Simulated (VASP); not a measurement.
A run of VASP 6.6.1 is set up as follows.

The input INCAR:

```
SYSTEM = Ca
  PREC = Accurate
  ENCUT = 600
  EDIFF = 1E-7
  ISMEAR = -1
  SIGMA = 0.08
  LREAL = .False.
  LASPH = .True.
  NELM = 100
  ALGO = Normal
  ISIF = 3
  LWAVE = .False.
  LCHARG = .False.
  GGA = PE
  IBRION = 2
  NSW = 60
  EDIFFG = -0.005
  PSTRESS = 61.0
```

The input KPOINTS:

```
regular mesh
0
Gamma
  12 12 7
  0 0 0
```

The input POSCAR:

```
Ca
1.0
    3.6153232196      0.0000000000      0.0000000000
   -1.8076616098      3.1309617510      0.0000000000
    0.0000000000      0.0000000000      5.8568236157
Ca
2
Direct
    0.3333333333      0.6666666667      0.2500000000
    0.6666666667      0.3333333333      0.7500000000
```

Potentials or basis: VASP PAW PBE potentials, release 64 (Ca_sv).

Run with:

```console
$ cat potpaw_PBE.64/Ca_sv/POTCAR > POTCAR
$ mpirun -np 1 vasp_std > vasp.out
```

**Question.** Estimate the space group after relaxing (to 0.1 Å).

**Answer.** P6_3/mmc (No. 194).

**Question.** What does it give for the relaxed volume?

**Answer.** 33.36 Å³/atom.

Step by step:
| step | energy change (eV) | largest force (eV/Å) | pressure (GPa) | volume (Å³) |
| --- | --- | --- | --- | --- |
| 1 | 0.0000 | 0.0000 | 6.33 | 66.30 |
| 2 | -0.0203 | 0.0000 | 6.09 | 66.76 |
| 3 | -0.0378 | 0.0000 | 5.86 | 67.20 |
| 4 | -0.0216 | 0.0000 | 6.08 | 66.76 |
| 5 | -0.0221 | 0.0000 | 6.07 | 66.77 |
| 6 | -0.0201 | 0.0000 | 6.09 | 66.72 |

Caveat: the cell is relaxed towards a set pressure, so the run minimises the enthalpy, not the energy.
